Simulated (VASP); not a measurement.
# BiTe in VASP: a series of runs

Aim: see how the results for BiTe move with the level of theory and the settings. Levels: LDA, PBEsol, r2SCAN, PBE. Tasks: electric field gradients.

All numbers are computed with VASP 6.6.1; they aren't measurements. Logs are shortened: lines on timing, memory, paths and dates and some standing lists are left out, and cuts for length are marked.

### Step 1. The cell of the first run

The structure is cubic, space group Fm-3m (No. 225). Conventional cell: a = 6.470 Å, b = 6.470 Å, c = 6.470 Å, α = 90.00°, β = 90.00°, γ = 90.00°. Within 4.3 Å of Bi (site symmetry m-3m) lie 6 Te at 3.23 Å. Te (site symmetry m-3m) has 6 Bi at 3.23 Å within 4.3 Å.

### Step 2. Electric field gradients, LDA

INCAR

```
SYSTEM = BiTe
PREC     = Accurate       ! precision mode
ENCUT    = 520            ! plane-wave cutoff, eV
EDIFF    = 1E-8           ! SCF threshold, eV
ISMEAR   = -1             ! smearing method
SIGMA    = 0.08           ! smearing width, eV
LREAL    = .FALSE.        ! projectors in reciprocal space
LASPH    = .TRUE.         ! aspherical terms in the spheres
NELM     = 80             ! most SCF steps
ALGO     = Normal         ! electronic algorithm
ISIF     = 2              ! what is computed and relaxed
LWAVE    = .FALSE.        ! write WAVECAR
LCHARG   = .FALSE.        ! write CHGCAR
GGA      = CA             ! functional
LEFG     = .TRUE.       
NBANDS   = 18             ! bands
```

KPOINTS

```
Automatic mesh
0
G
  10 10 10
  0 0 0
```

POSCAR

```
BiTe
1.0
    0.0000000000      3.2350000000      3.2350000000
    3.2350000000      0.0000000000      3.2350000000
    3.2350000000      3.2350000000      0.0000000000
Bi Te
1 1
Direct
    0.0000000000      0.0000000000      0.0000000000
    0.5000000000      0.5000000000      0.5000000000
```

Potentials or basis: VASP PAW LDA potentials, release 64 (Bi_d, Te).

Command:

```sh
$ cat potpaw_LDA.64/Bi_d/POTCAR potpaw_LDA.64/Te/POTCAR > POTCAR
$ mpirun -np 1 vasp_std > vasp.out
```

OUTCAR:

```text
SYSTEM = BiTe
   PREC = Accurate
   ENCUT = 520
   EDIFF = 1E-8
   ISMEAR = -1
   LREAL = .FALSE.
   LASPH = .TRUE.
   NELM = 80
   ISIF = 2
   GGA = CA

 ion  position               nearest neighbor table
   1  0.000  0.000  0.000-   2 3.23   2 3.23   2 3.23   2 3.23   2 3.23   2 3.23
   2  0.500  0.500  0.500-   1 3.23   1 3.23   1 3.23   1 3.23   1 3.23   1 3.23

  LATTYP: Found a face centered cubic cell.
 ALAT       =     6.4700000000

  Lattice vectors:

 A1 = (   0.0000000000,   3.2350000000,   3.2350000000)
 A2 = (   3.2350000000,   0.0000000000,   3.2350000000)
 A3 = (   3.2350000000,   3.2350000000,   0.0000000000)

Analysis of symmetry for initial positions (statically):
=====================================================================
 Subroutine PRICEL returns:
 Original cell was already a primitive cell.

 Routine SETGRP: Setting up the symmetry group for a
 face centered cubic supercell.

 Subroutine GETGRP returns: Found 48 space group operations
 (whereof 48 operations were pure point group operations)
 out of a pool of 48 trial point group operations.

The static configuration has the point symmetry O_h .

Analysis of symmetry for dynamics (positions and initial velocities):
=====================================================================
 Subroutine PRICEL returns:
 Original cell was already a primitive cell.

 Routine SETGRP: Setting up the symmetry group for a
 face centered cubic supercell.

 Subroutine GETGRP returns: Found 48 space group operations
 (whereof 48 operations were pure point group operations)
 out of a pool of 48 trial point group operations.

The dynamic configuration has the point symmetry O_h .

 Subroutine INISYM returns: Found 48 space group operations
 (whereof 48 operations are pure point group operations),
 and found     1 'primitive' translations

----------------------------------------------------------------------------------------

                                     Primitive cell

  volume of cell :      67.7100

  direct lattice vectors                    reciprocal lattice vectors
     0.000000000  3.235000000  3.235000000    -0.154559505  0.154559505  0.154559505
     3.235000000  0.000000000  3.235000000     0.154559505 -0.154559505  0.154559505
     3.235000000  3.235000000  0.000000000     0.154559505  0.154559505 -0.154559505

  length of vectors
     4.574980874  4.574980874  4.574980874     0.267704916  0.267704916  0.267704916

  position of ions in fractional coordinates (direct lattice)
     0.000000000  0.000000000  0.000000000
     0.500000000  0.500000000  0.500000000

  ion indices of the primitive-cell ions
   primitive index   ion index
                 1           1
                 2           2

----------------------------------------------------------------------------------------

 KPOINTS: Automatic mesh

Automatic generation of k-mesh.
 Grid dimensions read from file:
 generate k-points for:   10   10   10

 Generating k-lattice:

  Cartesian coordinates                     Fractional coordinates (reciprocal lattice)
    -0.015455951  0.015455951  0.015455951     0.100000000  0.000000000  0.000000000
     0.015455951 -0.015455951  0.015455951     0.000000000  0.100000000  0.000000000
     0.015455951  0.015455951 -0.015455951     0.000000000  0.000000000  0.100000000

  Length of vectors
     0.026770492  0.026770492  0.026770492

  Shift w.r.t. Gamma in fractional coordinates (k-lattice)
     0.000000000  0.000000000  0.000000000

 Subroutine IBZKPT returns following result:
 ===========================================

 Found     47 irreducible k-points:

 Following reciprocal coordinates:
            Coordinates               Weight
  0.000000  0.000000  0.000000      1.000000
  0.100000  0.000000  0.000000      8.000000
  0.200000  0.000000  0.000000      8.000000
  0.300000  0.000000  0.000000      8.000000
  0.400000  0.000000  0.000000      8.000000
  0.500000  0.000000  0.000000      4.000000
[... 16 lines left out ...]
  0.300000  0.300000  0.000000      6.000000
  0.400000  0.300000  0.000000     24.000000
 [... further k-points ...]
   k-points           NKPTS =     47   k-points in BZ     NKDIM =     47   number of bands    NBANDS=     18
   number of dos      NEDOS =    301   number of ions     NIONS =      2
   total plane-waves  NPLWV =  46656
   dimension x,y,z NGX =    36 NGY =   36 NGZ =   36
   dimension x,y,z NGXF=    72 NGYF=   72 NGZF=   72
   ions per type =               1   1
   NGX,Y,Z   is equivalent  to a cutoff of  13.08, 13.08, 13.08 a.u.
   NGXF,Y,Z  is equivalent  to a cutoff of  26.16, 26.16, 26.16 a.u.
 SYSTEM =  BiTe
   PREC   = accura    normal or accurate (medium, high low for compatibility)
   ISTART =      0    job   : 0-new  1-cont  2-samecut
   ICHARG =      2    charge: 1-file 2-atom 10-const
   ISPIN  =      1    spin polarized calculation?
   LNONCOLLINEAR =      F non collinear calculations
   LSORBIT =      F    spin-orbit coupling
   LASPH  =      T    aspherical Exc in radial PAW
   ENCUT  =  520.0 eV  38.22 Ry    6.18 a.u.   8.51  8.51  8.51*2*pi/ulx,y,z
   NELM   =     80;   NELMIN=  2; NELMDL= -5     # of ELM steps
   EDIFF  = 0.1E-07   stopping-criterion for ELM
   LREAL  =      F    real-space projection
   EDIFFG = 0.1E-06   stopping-criterion for IOM
   NSW    =      0    number of steps for IOM
   IBRION =     -1    ionic relax: 0-MD 1-quasi-New 2-CG
   NFREE  =      0    steps in history (QN), initial steepest desc. (CG)
   ISIF   =      2    stress and relaxation
   ISYM   =      2    0-nonsym 1-usesym 2-fastsym
   POTIM  = 0.5000    time-step for ionic-motion
   TEBEG  =    0.0;   TEEND  =   0.0 temperature during run
   PSTRESS=    0.0 pullay stress
   NELECT =      21.0000    total number of electrons
   NUPDOWN=      -1.0000    fix difference up-down
   EMIN   =  10.00;   EMAX   =-10.00  energy-range for DOS
   EFERMI =   0.00;   METHOD = LEGACY
   ISMEAR =    -1;   SIGMA  =   0.08  broadening in eV -4-tet -1-fermi 0-gaus
   EFERMI_NEDOS =   21; number of points for ismear=-14 and -15
   IALGO  =     38    algorithm
   IMIX   =      4    mixing-type and parameters
     AMIX     =   0.40;   BMIX     =  1.00
     AMIX_MAG =   1.60;   BMIX_MAG =  1.00
  volume/ion in A,a.u.               =      33.86       228.46
  Fermi-wavevector in a.u.,A,eV,Ry     =   1.108146  2.094092 16.707785  1.227988
  Thomas-Fermi vector in A             =   2.244669
   LORBIT       =      0    0 simple, 1 ext, 2 COOP (PROOUT), +10 PAW based schemes
   GGA     = CA    functional components
   LHFCALC =     F    Hartree Fock is set to
   AEXX    =    0.0000 exact exchange contribution
   IVDW    =     0    specifies the selected vdW correction
   LEPSILON=     F    determine dielectric tensor
   LRPA    =     F    only Hartree local field effects (RPA)
 non-spin polarized calculation
  energy-cutoff  :      520.00
  volume of cell :       67.71
 maximum number of plane-waves:      1849
 NGX is ok and might be reduce to    36
   NGX = 17   NGY = 17   NGZ = 17

 number of electron      21.0000001 magnetization

 Free energy of the ion-electron system (eV)
  ---------------------------------------------------
  ext. energy  EPLUGINS =         0.00000000
  ---------------------------------------------------
  free energy    TOTEN  =        -8.50269257 eV

  energy without entropy =       -8.47224327  energy(sigma->0) =       -8.48746792

 E-fermi :   6.4204     XC(G=0):  -9.6758

 val. band max:        6.4149949694   @ k =   0.2000   0.2000   0.0000
 cond. band min:       6.4291000166   @ k =   0.5000   0.1000   0.0000
 fundamental gap:      0.0141050473
 Fermi energy:         6.4204346522

 k-point     1 :       0.0000    0.0000    0.0000
  band No.  band energies     occupation
      1     -16.6404      2.00000
      2     -16.6404      2.00000
      3     -16.6332      2.00000
      4     -16.6332      2.00000
      5     -16.6332      2.00000
      6      -7.0955      2.00000
[... 10 lines left out ...]
     17      12.4947      0.00000
     18      12.9327      0.00000

 k-point     2 :       0.1000    0.0000    0.0000
  band No.  band energies     occupation
      1     -16.6407      2.00000
      2     -16.6407      2.00000
      3     -16.6330      2.00000
      4     -16.6327      2.00000
      5     -16.6327      2.00000
      6      -7.0063      2.00000
[... 10 lines left out ...]
     17      13.1017      0.00000
     18      13.6294      0.00000

 k-point     3 :       0.2000    0.0000    0.0000
  band No.  band energies     occupation
      1     -16.6417      2.00000
      2     -16.6417      2.00000
      3     -16.6326      2.00000
      4     -16.6311      2.00000
      5     -16.6311      2.00000
      6      -6.7412      2.00000
[... 10 lines left out ...]
     17      14.4364      0.00000
     18      14.8511      0.00000

 k-point     4 :       0.3000    0.0000    0.0000
  band No.  band energies     occupation
      1     -16.6431      2.00000
      2     -16.6431      2.00000
      3     -16.6320      2.00000
      4     -16.6290      2.00000
      5     -16.6290      2.00000
      6      -6.3085      2.00000
[... 375 lines left out ...]
      4     -16.6294      2.00000
      5     -16.6281      2.00000
      6      -6.1783      2.00000
[... 10 lines left out ...]
     17      14.4042      0.00000
     18      15.7231      0.00000

 k-point    23 :       0.3000    0.3000    0.0000
  band No.  band energies     occupation
      1     -16.6494      2.00000
      2     -16.6374      2.00000
      3     -16.6355      2.00000
      4     -16.6264      2.00000
      5     -16.6264      2.00000
      6      -6.1245      2.00000
[... 10 lines left out ...]
     17      14.4968      0.00000
     18      14.4968      0.00000

 k-point    24 :       0.4000    0.3000    0.0000
  band No.  band energies     occupation
      1     -16.6510      2.00000
      2     -16.6374      2.00000
      3     -16.6354      2.00000
      4     -16.6252      2.00000
      5     -16.6249      2.00000
      6      -5.7876      2.00000
[... 10 lines left out ...]
     17      15.3697      0.00000
     18      15.4518      0.00000

 [... further k-points ...]

------------------------ aborting loop because EDIFF is reached ----------------------------------------

  FORCE on cell =-STRESS in cart. coord.  units (eV):
  Direction    XX          YY          ZZ          XY          YZ          ZX
  --------------------------------------------------------------------------------------
  -------------------------------------------------------------------------------------
  Total       -1.1534301     -1.1534301     -1.1534301      0.0000000      0.0000000      0.0000000
  in kB      -27.2928574    -27.2928574    -27.2928574      0.0000000      0.0000000      0.0000000
  external PRESSURE =     -27.2928574 kB  Pullay stress =       0.0000000 kB

 VOLUME and BASIS-vectors are now :
 -----------------------------------------------------------------------------
  energy-cutoff  :      520.00
  volume of cell :       67.71
      direct lattice vectors                 reciprocal lattice vectors
     0.000000000  3.235000000  3.235000000    -0.154559505  0.154559505  0.154559505
     3.235000000  0.000000000  3.235000000     0.154559505 -0.154559505  0.154559505
     3.235000000  3.235000000  0.000000000     0.154559505  0.154559505 -0.154559505

 POSITION                                       TOTAL-FORCE (eV/Angst)
 -----------------------------------------------------------------------------------
      0.00000      0.00000      0.00000         0.000000      0.000000      0.000000
      3.23500      3.23500      3.23500         0.000000      0.000000     -0.000000
 -----------------------------------------------------------------------------------
    total drift:                               -0.000000      0.000000      0.000000

  FREE ENERGIE OF THE ION-ELECTRON SYSTEM (eV)
  ---------------------------------------------------
  free  energy   TOTEN  =        -8.5026925655 eV

  energy  without entropy=       -8.4722432720  energy(sigma->0) =       -8.48746792

 Electric field gradients (V/A^2)
---------------------------------------------------------------------
 ion       V_xx      V_yy      V_zz      V_xy      V_xz      V_yz
---------------------------------------------------------------------
   1       0.000     0.000     0.000     0.000     0.000     0.000
   2       0.000    -0.000    -0.000    -0.000    -0.000    -0.000
---------------------------------------------------------------------

 Electric field gradients after diagonalization (V/A^2)
 (convention: |V_zz| > |V_xx| > |V_yy|)
----------------------------------------------------------------------
 ion       V_xx      V_yy      V_zz     asymmetry (V_yy - V_xx)/ V_zz
----------------------------------------------------------------------
   1      -0.000    -0.000     0.000       0.000
   2       0.000     0.000    -0.000       0.000
----------------------------------------------------------------------

           NMR quadrupolar parameters

 Cq : quadrupolar parameter    Cq=e*Q*V_zz/h
 eta: asymmetry parameters     (V_yy - V_xx)/ V_zz
 Q  : nuclear electric quadrupole moment in mb (millibarn)
----------------------------------------------------------------------
 ion       Cq(MHz)       eta       Q (mb)
----------------------------------------------------------------------
   1       0.000       0.000       1.000
   2      -0.000       0.000       1.000
----------------------------------------------------------------------
```

Run time: 34 s. Hardware: 1 thread of Intel Xeon 6975P-C (Granite Rapids), shared host; peak memory 0.19 GiB.

Results:

```
Free energy                             : -8.5027 eV
Pressure                                : -2.7 GPa
Band gap on the k mesh                  : zero (an odd number of electrons rules out a gap without spin polarisation)
Largest electric field gradient by atom : zero within the noise of the run
```

Caveat: spin-orbit coupling is left out, which moves the levels of the heavy elements.

(Part 1 of 3 ends here.)
